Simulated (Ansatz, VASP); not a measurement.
Pd in VASP and in Ansatz

```
Pd
1.0
     0.00000    1.93775    1.93775
     1.93775    0.00000    1.93775
     1.93775    1.93775    0.00000
Pd
1
Direct
  0.50000 0.50000 0.50000
```

Alike in both runs: functional PBEsol; k mesh 24 × 24 × 24; occupations gaussian, width 0.1 eV; no spin polarisation.

Ansatz relaxed the structure, and its values are those at the end. VASP's run is a single point on that final structure, the one shown.

|  | VASP | Ansatz |
| --- | --- | --- |
| version | VASP 6.6.1 | Ansatz 0.2.0 |
| potentials or method | VASP PAW PBE potentials, release 64 (Pd), cutoff 520 eV | scalar-relativistic, plane waves, PAW |
| valence electrons in the cell | 10 | 18 |

Ansatz gave:

* gap on the k mesh at the Fermi level (eV): none
* pressure (GPa): 0.0

Q: Estimate VASP's values.

A: gap on the k mesh at the Fermi level (eV): none; pressure (GPa): -0.3.

VASP's potentials were made for PBE, not for PBEsol. A gap of «none» marks a metal or a gap that the smearing closes. VASP's potentials hold 10 valence electrons a cell and Ansatz's 18, so a difference there can come from the potentials and not from the codes.
